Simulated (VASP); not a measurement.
# ZrS2 (P-3m1) in VASP: notebook

The runs below take ZrS2 through single point, with PBE, r2SCAN0, PBE0.

Everything below comes from runs of VASP 6.6.1. Logs are shortened: lines on timing, memory, paths and dates and some standing lists are left out, and cuts for length are marked.

**1. The cell of the first run**

It takes space group P-3m1 (No. 164, trigonal). Conventional cell: a = 3.674 Å, b = 3.674 Å, c = 5.857 Å, α = 90.00°, β = 90.00°, γ = 120.00°. Zr (site symmetry -3m) has 6 S at 2.57 Å within 3.4 Å. S (site symmetry 3m) has 3 Zr at 2.57 Å within 3.4 Å.

**2. Single point, PBE, non-collinear spin, zero start, spin-orbit coupling**

Contents of INCAR:

```
SYSTEM = ZrS2
PREC     = Accurate       ! precision mode
ENCUT    = 500            ! plane-wave cutoff, eV
EDIFF    = 1E-6           ! SCF threshold, eV
ISMEAR   = -1             ! smearing method
SIGMA    = 0.02           ! smearing width, eV
LREAL    = .FALSE.        ! projectors in reciprocal space
LASPH    = .TRUE.         ! aspherical terms in the spheres
NELM     = 200            ! most SCF steps
ALGO     = Normal         ! electronic algorithm
ISIF     = 2              ! what is computed and relaxed
LWAVE    = .FALSE.        ! write WAVECAR
LCHARG   = .FALSE.        ! write CHGCAR
MAGMOM   = 0 0 0 0 0 0 0 0 0 ! initial moments
LORBIT   = 11             ! projections on sites
LSORBIT  = .TRUE.         ! spin-orbit coupling
GGA_COMPAT= .FALSE.      
LORBMOM  = .TRUE.       
LMAXMIX  = 4              ! l up to which the mixer works
GGA      = PE             ! functional
NBANDS   = 37             ! bands
```

Contents of KPOINTS:

```
regular mesh
0
G
  12 12 4
  0 0 0
```

Contents of POSCAR:

```
ZrS2
1.0
    3.6743994548      0.0000000000      0.0000000000
   -1.8371997274      3.1821232716      0.0000000000
    0.0000000000      0.0000000000      5.8568616098
Zr S
1 2
Direct
    0.0000000000      0.0000000000      0.0000000000
    0.3333333333      0.6666666667      0.2462322151
    0.6666666667      0.3333333333      0.7537677849
```

Potentials or basis: VASP PAW PBE potentials, release 64 (Zr_sv, S).

Run with:

```console
cat potpaw_PBE.64/Zr_sv/POTCAR potpaw_PBE.64/S/POTCAR > POTCAR
mpirun -np 1 vasp_ncl > vasp.out
```

OUTCAR:

```text
SYSTEM = ZrS2
   PREC = Accurate
   ENCUT = 500
   EDIFF = 1E-6
   ISMEAR = -1
   LREAL = .FALSE.
   LASPH = .TRUE.
   NELM = 200
   ISIF = 2
   LORBIT = 11
   LSORBIT = .TRUE.
   GGA = PE

 ion  position               nearest neighbor table
   1  0.000  0.000  0.000-   2 2.57   3 2.57   3 2.57   2 2.57   3 2.57   2 2.57
   2  0.333  0.667  0.246-   1 2.57   1 2.57   1 2.57
   3  0.667  0.333  0.754-   1 2.57   1 2.57   1 2.57

  LATTYP: Found a hexagonal cell.
 ALAT       =     3.6743994548
 C/A-ratio  =     1.5939643149

  Lattice vectors:

 A1 = (   3.6743994548,   0.0000000000,   0.0000000000)
 A2 = (  -1.8371997274,   3.1821232716,   0.0000000000)
 A3 = (   0.0000000000,   0.0000000000,   5.8568616098)

Analysis of symmetry for initial positions (statically):
=====================================================================
 Subroutine PRICEL returns:
 Original cell was already a primitive cell.

 Routine SETGRP: Setting up the symmetry group for a
 hexagonal supercell.

 Subroutine GETGRP returns: Found 12 space group operations
 (whereof 12 operations were pure point group operations)
 out of a pool of 24 trial point group operations.

The static configuration has the point symmetry D_3d.

Analysis of symmetry for dynamics (positions and initial velocities):
=====================================================================
 Subroutine PRICEL returns:
 Original cell was already a primitive cell.

 Routine SETGRP: Setting up the symmetry group for a
 hexagonal supercell.

 Subroutine GETGRP returns: Found 12 space group operations
 (whereof 12 operations were pure point group operations)
 out of a pool of 24 trial point group operations.

The dynamic configuration has the point symmetry D_3d.

Analysis of structural, dynamic, and magnetic symmetry:
=====================================================================
 Subroutine PRICEL returns:
 Original cell was already a primitive cell.

 Routine SETGRP: Setting up the symmetry group for a
 hexagonal supercell.

 Subroutine GETGRP returns: Found 12 space group operations
 (whereof 12 operations were pure point group operations)
 out of a pool of 24 trial point group operations.

The overall configuration has the point symmetry D_3d.

 Subroutine INISYM returns: Found 12 space group operations
 (whereof 12 operations are pure point group operations),
 and found     1 'primitive' translations

----------------------------------------------------------------------------------------

                                     Primitive cell

  volume of cell :      68.4807

  direct lattice vectors                    reciprocal lattice vectors
     3.674399455  0.000000000  0.000000000     0.272153317  0.157127791  0.000000000
    -1.837199727  3.182123272  0.000000000     0.000000000  0.314255582  0.000000000
     0.000000000  0.000000000  5.856861610     0.000000000  0.000000000  0.170739906

  length of vectors
     3.674399455  3.674399455  5.856861610     0.314255582  0.314255582  0.170739906

  position of ions in fractional coordinates (direct lattice)
     0.000000000  0.000000000  0.000000000
     0.333333333  0.666666667  0.246232215
     0.666666667  0.333333333  0.753767785

  ion indices of the primitive-cell ions
   primitive index   ion index
                 1           1
                 2           2
                 3           3

----------------------------------------------------------------------------------------

 KPOINTS: regular mesh

Automatic generation of k-mesh.
 Grid dimensions read from file:
 generate k-points for:   12   12    4

 Generating k-lattice:

  Cartesian coordinates                     Fractional coordinates (reciprocal lattice)
     0.022679443  0.013093983  0.000000000     0.083333333 -0.000000000  0.000000000
     0.000000000  0.026187965  0.000000000     0.000000000  0.083333333  0.000000000
     0.000000000  0.000000000  0.042684976     0.000000000  0.000000000  0.250000000

[... 98 lines left out ...]

 number of electron      24.0000000 magnetization      -0.0000000      0.0000000      0.0000000

 Free energy of the ion-electron system (eV)
  ---------------------------------------------------
  ext. energy  EPLUGINS =         0.00000000
  ---------------------------------------------------
  free energy    TOTEN  =       -21.47761221 eV

  energy without entropy =      -21.47761221  energy(sigma->0) =      -21.47761221

 E-fermi :   5.0961     XC(G=0):  -9.5622

 val. band max:        4.6601532870   @ k =   0.0833   0.0000   0.0000
 cond. band min:       5.5355534636   @ k =   0.5000  -0.0000   0.5000
 fundamental gap:      0.8754001767
 Fermi energy:         5.0961348493

 k-point     1 :       0.0000    0.0000    0.0000
  band No.  band energies     occupation
      1     -44.4018      1.00000
      2     -44.4018      1.00000
      3     -23.5277      1.00000
      4     -23.5277      1.00000
      5     -21.8530      1.00000
      6     -21.8530      1.00000
[... 925 lines left out ...]
     35      11.6769      0.00000
     36      11.6769      0.00000

 [... further k-points ...]

 [bands above 36 left out]

------------------------ aborting loop because EDIFF is reached ----------------------------------------

  FORCE on cell =-STRESS in cart. coord.  units (eV):
  Direction    XX          YY          ZZ          XY          YZ          ZX
  --------------------------------------------------------------------------------------
  -------------------------------------------------------------------------------------
  Total        0.3916011      0.3916011      0.8628195     -0.0000000      0.0000000      0.0000000
  in kB        9.1619118      9.1619118     20.1865548     -0.0000000      0.0000000      0.0000000
  external PRESSURE =      12.8367928 kB  Pullay stress =       0.0000000 kB

 VOLUME and BASIS-vectors are now :
 -----------------------------------------------------------------------------
  energy-cutoff  :      500.00
  volume of cell :       68.48
      direct lattice vectors                 reciprocal lattice vectors
     3.674399455  0.000000000  0.000000000     0.272153317  0.157127791  0.000000000
    -1.837199727  3.182123272  0.000000000     0.000000000  0.314255582  0.000000000
     0.000000000  0.000000000  5.856861610     0.000000000  0.000000000  0.170739906

 POSITION                                       TOTAL-FORCE (eV/Angst)
 -----------------------------------------------------------------------------------
      0.00000      0.00000      0.00000         0.000000      0.000000      0.000000
     -0.00000      2.12142      1.44215         0.000000     -0.000000      0.046867
      1.83720      1.06071      4.41471        -0.000000      0.000000     -0.046867
 -----------------------------------------------------------------------------------
    total drift:                               -0.000000     -0.000000     -0.000000

  FREE ENERGIE OF THE ION-ELECTRON SYSTEM (eV)
  ---------------------------------------------------
  free  energy   TOTEN  =       -21.4776122100 eV

  energy  without entropy=      -21.4776122100  energy(sigma->0) =      -21.47761221

 orbital moment (x)

 # of ion     p       d       tot
 ----------------------------------------
  1        -0.000  -0.000  -0.000
  2        -0.000   0.000  -0.000
  3        -0.000   0.000  -0.000
 ----------------------------------------
           -0.000  -0.000  -0.000

 orbital moment (y)

 # of ion     p       d       tot
 ----------------------------------------
  1        -0.000   0.000  -0.000
  2        -0.000   0.000  -0.000
  3         0.000   0.000   0.000
 ----------------------------------------
            0.000   0.000   0.000

 orbital moment (z)

 # of ion     p       d       tot
 ----------------------------------------
  1         0.000   0.000   0.000
  2         0.000   0.000   0.000
  3         0.000   0.000   0.000
 ----------------------------------------
            0.000   0.000   0.000

 Spin-Orbit-Coupling matrix elements

 Ion:    1  E_soc:     -0.1376712
 l=   1
     0.0000000    -0.0223520    -0.0223799
    -0.0223520     0.0000000    -0.0223520
    -0.0223799    -0.0223520     0.0000000
 l=   2
     0.0000000    -0.0001343     0.0000000    -0.0001343    -0.0004228
    -0.0001343     0.0000000    -0.0003111    -0.0001693    -0.0001343
     0.0000000    -0.0003111     0.0000000    -0.0003111     0.0000000
    -0.0001343    -0.0001693    -0.0003111     0.0000000    -0.0001343
    -0.0004228    -0.0001343     0.0000000    -0.0001343     0.0000000
 l=   3
     0.0000000     0.0000000     0.0000000     0.0000000     0.0000000     0.0000000     0.0000000
     0.0000000     0.0000000     0.0000000     0.0000000     0.0000000     0.0000000     0.0000000
     0.0000000     0.0000000     0.0000000     0.0000000     0.0000000     0.0000000     0.0000000
     0.0000000     0.0000000     0.0000000     0.0000000     0.0000000     0.0000000     0.0000000
[... 29 lines left out ...]
 l=   2
     0.0000000     0.0000000     0.0000000     0.0000000     0.0000000
     0.0000000     0.0000000     0.0000000     0.0000000     0.0000000
     0.0000000     0.0000000     0.0000000     0.0000000     0.0000000
     0.0000000     0.0000000     0.0000000     0.0000000     0.0000000
     0.0000000     0.0000000     0.0000000     0.0000000     0.0000000
 l=   3
     0.0000000     0.0000000     0.0000000     0.0000000     0.0000000     0.0000000     0.0000000
     0.0000000     0.0000000     0.0000000     0.0000000     0.0000000     0.0000000     0.0000000
     0.0000000     0.0000000     0.0000000     0.0000000     0.0000000     0.0000000     0.0000000
     0.0000000     0.0000000     0.0000000     0.0000000     0.0000000     0.0000000     0.0000000
     0.0000000     0.0000000     0.0000000     0.0000000     0.0000000     0.0000000     0.0000000
     0.0000000     0.0000000     0.0000000     0.0000000     0.0000000     0.0000000     0.0000000
     0.0000000     0.0000000     0.0000000     0.0000000     0.0000000     0.0000000     0.0000000

 total charge

# of ion       s       p       d       tot
------------------------------------------
    1        2.172   6.023   1.439   9.633
    2        1.345   2.415   0.000   3.759
    3        1.345   2.415   0.000   3.759
--------------------------------------------------
tot          4.862  10.852   1.439  17.152

 magnetization (x)

# of ion       s       p       d       tot
------------------------------------------
    1        0.000   0.000  -0.000  -0.000
    2        0.000   0.000   0.000   0.000
    3       -0.000   0.000   0.000   0.000
--------------------------------------------------
tot         -0.000   0.000  -0.000   0.000

 magnetization (y)

# of ion       s       p       d       tot
------------------------------------------
    1        0.000   0.000   0.000   0.000
    2        0.000   0.000   0.000   0.000
    3       -0.000   0.000   0.000  -0.000
--------------------------------------------------
tot          0.000   0.000   0.000   0.000

 magnetization (z)

# of ion       s       p       d       tot
------------------------------------------
    1        0.000   0.000   0.000   0.000
    2        0.000   0.000   0.000   0.000
    3        0.000   0.000   0.000   0.000
--------------------------------------------------
tot          0.000   0.000   0.000   0.000
```

Run time: 4.7 min. Hardware: 1 thread of Intel Xeon Platinum 8488C (Sapphire Rapids), shared host; peak memory 0.47 GiB.

Results:

```
Free energy                                           : -21.4776 eV
Pressure                                              : 1.3 GPa
Largest force                                         : 0.047 eV/Å
Net moment                                            : 0.00 μB per cell
Valence electrons inside the program's atomic spheres : Zr 9.63; S 3.76
```

Forces in eV/Å, atoms in the order of the input:
```
Zr   0.000  0.000  0.000
S    0.000  0.000  0.047
S    0.000  0.000 -0.047
```

Stress tensor (GPa, compression positive):
```
0.92 0.00 0.00
0.00 0.92 0.00
0.00 0.00 2.02
```

Moments on the atoms (μB; x, y, z):
```
Zr  0.00 0.00 0.00
S   0.00 0.00 0.00
S   0.00 0.00 0.00
```

Caveat: this functional lacks dispersion, which binds layers or chains, so the pressure and a relaxed spacing across them are unreliable.

**3. Single point, r2SCAN0**

POSCAR is that of step 2.

Contents of INCAR.step1:

```
PREC     = Accurate       # precision mode
ENCUT    = 440            # plane-wave cutoff, eV
EDIFF    = 1E-5           # SCF threshold, eV
ISMEAR   = 0              # smearing method
SIGMA    = 0.01           # smearing width, eV
LREAL    = False          # projectors in reciprocal space
LASPH    = True           # aspherical terms in the spheres
NELM     = 120            # most SCF steps
ALGO     = Normal         # electronic algorithm
ISIF     = 2              # what is computed and relaxed
LWAVE    = True           # write WAVECAR
LCHARG   = False          # write CHGCAR
GGA      = PE             # functional
NBANDS   = 19             # bands
GGA_COMPAT= False        
KPAR     = 4
```

Contents of INCAR.step2:

```
PREC     = Accurate       # precision mode
ENCUT    = 440            # plane-wave cutoff, eV
EDIFF    = 1E-6           # SCF threshold, eV
ISMEAR   = 0              # smearing method
SIGMA    = 0.01           # smearing width, eV
LREAL    = False          # projectors in reciprocal space
LASPH    = True           # aspherical terms in the spheres
NELM     = 120            # most SCF steps
ALGO     = Normal         # electronic algorithm
ISIF     = 2              # what is computed and relaxed
LWAVE    = False          # write WAVECAR
LCHARG   = False          # write CHGCAR
METAGGA  = R2SCAN         # meta-GGA
LHFCALC  = True           # exact exchange
AEXX     = 0.25           # exact-exchange fraction
LMIXTAU  = True         
PRECFOCK = Normal       
ISTART   = 1            
NBANDS   = 19             # bands
GGA_COMPAT= False        
KPAR     = 4
```

Contents of KPOINTS:

```
regular mesh
0
Gamma
  6 6 4
```

Potentials or basis: VASP PAW PBE potentials, release 64 (Zr_sv, S).

Run with:

```console
cat potpaw_PBE.64/Zr_sv/POTCAR potpaw_PBE.64/S/POTCAR > POTCAR
cp INCAR.step1 INCAR
mpirun -np 4 vasp_std > vasp.out
cp INCAR.step2 INCAR
mpirun -np 4 vasp_std > vasp.out
```

It took 27 min on 4 MPI ranks of Intel Xeon Platinum 8375C at 2.90GHz (Ice Lake), shared host; peak memory 0.19 GiB.

The run converged. Its results:

| Item | Value |
| --- | --- |
| Free energy | -44.6590 eV |
| Pressure | -0.1 GPa |
| Largest force | 0.193 eV/Å |
| Band gap on the k mesh | 2.60 eV (least direct gap 3.32 eV) |

Forces on the atoms (eV/Å):
```
Zr   0.000  0.000  0.000
S    0.000  0.000 -0.193
S    0.000  0.000  0.193
```

Levels at points of the mesh, in eV from the valence-band top:
| k point | band 8 | band 9 | band 10 | band 11 | band 12 | band 13 | band 14 | band 15 | band 16 | band 17 |
| --- | --- | --- | --- | --- | --- | --- | --- | --- | --- | --- |
| (0.00, 0.00, 0.00) | -3.33 | -3.33 | -0.19 | -0.19 | 0.00 | 3.32 | 3.32 | 4.27 | 6.77 | 6.77 |
| (0.50, 0.00, 0.00) | -3.08 | -2.95 | -2.82 | -2.19 | -1.55 | 2.76 | 5.27 | 5.59 | 7.74 | 7.92 |
| (0.00, 0.00, 0.50) | -3.28 | -3.28 | -2.06 | -0.35 | -0.35 | 3.27 | 3.27 | 4.64 | 7.23 | 7.23 |
| (0.50, 0.00, 0.50) | -3.82 | -3.13 | -2.64 | -1.24 | -0.95 | 2.60 | 5.24 | 5.60 | 7.17 | 7.60 |

Caveat: the PAW data sets were made with another functional, which shifts forces and pressure a little. A k mesh can miss the band edges.

**4. Single point, PBE0**

POSCAR is that of step 3.

Contents of INCAR.step1:

```
PREC = Accurate
ENCUT = 400
EDIFF = 1E-5
ISMEAR = 0
SIGMA = 0.01
LREAL = F
LASPH = T
NELM = 120
ALGO = Normal
ISIF = 2
LWAVE = T
LCHARG = F
GGA = PE
NBANDS = 19
GGA_COMPAT = F
```

Contents of INCAR.step2:

```
PREC = Accurate
ENCUT = 400
EDIFF = 1E-6
ISMEAR = 0
SIGMA = 0.01
LREAL = F
LASPH = T
NELM = 120
ALGO = Normal
ISIF = 2
LWAVE = F
LCHARG = F
GGA = PE
LHFCALC = T
AEXX = 0.25
PRECFOCK = Normal
ISTART = 1
NBANDS = 19
GGA_COMPAT = F
```

Contents of KPOINTS:

```
Automatic mesh
0
Gamma
  6 6 4
```

Run with:

```console
cat potpaw_PBE.64/Zr_sv/POTCAR potpaw_PBE.64/S/POTCAR > POTCAR
cp INCAR.step1 INCAR
mpirun -np 1 vasp_std > vasp.out
cp INCAR.step2 INCAR
mpirun -np 1 vasp_std > vasp.out
```

It took 1.6 h on 1 thread of Intel Xeon 8259CL, shared host; peak memory 0.19 GiB.

Results (log left out):

* Free energy: -27.5118 eV
* Pressure: -0.1 GPa
* Largest force: 0.181 eV/Å
* Band gap on the k mesh: 2.38 eV (least direct gap 3.09 eV)

Forces in eV/Å, atoms in the order of the input:
```
Zr   0.000  0.000  0.000
S    0.000  0.000 -0.181
S    0.000  0.000  0.181
```

Stress tensor (GPa, compression positive):
```
-0.31  0.00  0.00
 0.00 -0.31  0.00
 0.00  0.00  0.38
```

Levels at points of the mesh, in eV from the valence-band top:
| k point | band 9 | band 10 | band 11 | band 12 | band 13 | band 14 | band 15 | band 16 |
| --- | --- | --- | --- | --- | --- | --- | --- | --- |
| (0.00, 0.00, 0.00) | -3.25 | -0.18 | -0.18 | 0.00 | 3.09 | 3.09 | 4.01 | 6.56 |
| (0.50, 0.00, 0.00) | -2.88 | -2.80 | -2.15 | -1.51 | 2.54 | 5.01 | 5.31 | 7.51 |
| (0.00, 0.00, 0.50) | -3.21 | -2.03 | -0.34 | -0.34 | 3.05 | 3.05 | 4.36 | 7.01 |
| (0.50, 0.00, 0.50) | -3.06 | -2.61 | -1.21 | -0.94 | 2.38 | 4.99 | 5.32 | 6.94 |

Caveat: the PAW data sets were made with another functional, which shifts forces and pressure a little; this functional lacks dispersion, which binds layers or chains, so the pressure and a relaxed spacing across them are unreliable. A k mesh can miss the band edges.

**5. Overview**

```csv
level,spin,k mesh,cutoff (eV),smearing,grid for exact exchange (PRECFOCK),share of exact exchange,gap on the mesh (eV),pressure (GPa),largest force (eV/Å)
PBE,"non-collinear, zero start, SOC",12 × 12 × 4,500,fermi-dirac 0.02 eV,-,-,-,1.3,0.05
r2SCAN0,off,6 × 6 × 4,440,gaussian 0.01 eV,Normal,0.25,2.60,-0.1,0.19
PBE0,off,6 × 6 × 4,400,gaussian 0.01 eV,Normal,0.25,2.38,-0.1,0.18
```

Alike in all rows: task single point; potentials or basis VASP PAW PBE potentials, release 64 (Zr_sv, S); cell as given.

The pressure there spans -0.1 GPa (PBE0) to 1.3 GPa (PBE); a positive pressure means that this level wants a larger cell, a negative one a smaller.

Caveats: this functional lacks dispersion, which binds layers or chains, so the pressure and a relaxed spacing across them are unreliable (at least some runs); the PAW data sets were made with another functional, which shifts forces and pressure a little (at least some runs).

Absolute energies hang on the potentials; compare differences alone.
